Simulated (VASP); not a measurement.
Crystal: BP.

```
CELL_PARAMETERS angstrom
0.00000 2.41866 2.41866
2.41866 0.00000 2.41866
2.41866 2.41866 0.00000
ATOMIC_POSITIONS crystal
B 0.00000 0.00000 0.00000
P 0.25000 0.25000 0.25000
```

```yaml
Program: VASP 6.6.1
Task: relaxation of cell and atoms
Functional: PBEsol
Potentials_or_basis: VASP PAW PBE potentials, release 64 (B, P)
Cutoff: 500 eV
k_mesh: 8 × 8 × 8
Occupations: gaussian, width 0.1 eV
Spin: no spin polarisation
```

At the start: pressure -23.2 GPa; volume 14.15 Å³/atom.

**Question.** Where does the relaxation end?

**Answer.** Over 3 steps the energy falls by 221.7 meV/atom and the volume is 11.57 Å³/atom (-18.3 %); space group F-43m (No. 216, to 0.05 Å).

Step by step:
```tsv
step	energy change (eV)	largest force (eV/Å)	pressure (GPa)	volume (Å³)
1	0.0000	0.0000	-23.18	28.30
2	-0.2884	0.0000	22.66	20.72
3	-0.4434	0.0000	-0.20	23.13
```

Final structure:
```yaml
crystal:
  lattice:
    - [0.00000, 2.26148, 2.26148]
    - [2.26148, 0.00000, 2.26148]
    - [2.26148, 2.26148, 0.00000]
  atoms:
    - { symbol: B, position: [0.00000, 0.00000, 0.00000] }
    - { symbol: P, position: [0.25000, 0.25000, 0.25000] }
```

Caveat: the volume moved by over 15 % at a fixed basis, so the end points are rough; the PAW data sets were made with another functional, which shifts forces and pressure a little.
